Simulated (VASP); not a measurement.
A run of VASP 6.6.1:

Contents of INCAR:

```
SYSTEM = LiCl
PREC = Accurate
ENCUT = 520
EDIFF = 1E-6
ISMEAR = -1
SIGMA = 0.0689
LREAL = Auto
LASPH = .TRUE.
NELM = 100
ALGO = Normal
ISIF = 2
LWAVE = .FALSE.
LCHARG = .FALSE.
GGA = PE
NBANDS = 54
```

File KPOINTS:

```
Automatic mesh
0
Gamma
  2 2 2
  0.5 0.5 0.5
```

Contents of POSCAR:

```
LiCl
1.0
   -3.9508755633      0.0000000000      6.3992626309
   -3.9508755633      0.0000000000     -6.3992626309
    3.9508755633     -6.8431172099      0.0000000000
Li Cl
8 8
Direct
    0.5850922401      0.7454683739      0.3552170634
    0.6372813313      0.7562001886      0.8383258425
    0.1277186776      0.2285184161      0.3390254659
    0.0916698831      0.2532769400      0.8527734980
    0.5330013846      0.1392019510      0.1909578574
    0.5266671347      0.1875349370      0.7182454793
    0.0133619089      0.6496061506      0.1930484251
    0.0376997360      0.6380507798      0.6489470900
    0.3997552222      0.9148308161      0.3326586306
    0.4402171522      0.9219581242      0.8337093791
    0.9066856984      0.3940097560      0.3268672641
    0.9174083287      0.4308896187      0.8388063252
    0.8327447198      0.8391924939      0.1566563844
    0.8131519341      0.8126870368      0.6641794756
    0.3479818801      0.3377403876      0.1658162450
    0.3285111227      0.3328019295      0.6545758114
```

Potentials or basis: VASP PAW PBE potentials, release 64 (Li_sv, Cl).

Run with:

```sh
$ cat potpaw_PBE.64/Li_sv/POTCAR potpaw_PBE.64/Cl/POTCAR > POTCAR
$ mpirun -np 1 vasp_std > vasp.out
```

Hardware: 1 thread of Intel(R) Xeon(R) 6975P-C (Granite Rapids) (shared host).

Question: Estimate the wall time of this run.

Answer: Run time: 62 s on 1 thread of Intel(R) Xeon(R) 6975P-C (Granite Rapids), on a shared host, peak memory 0.41 GiB. Counts: scf iterations 15, k points 4.
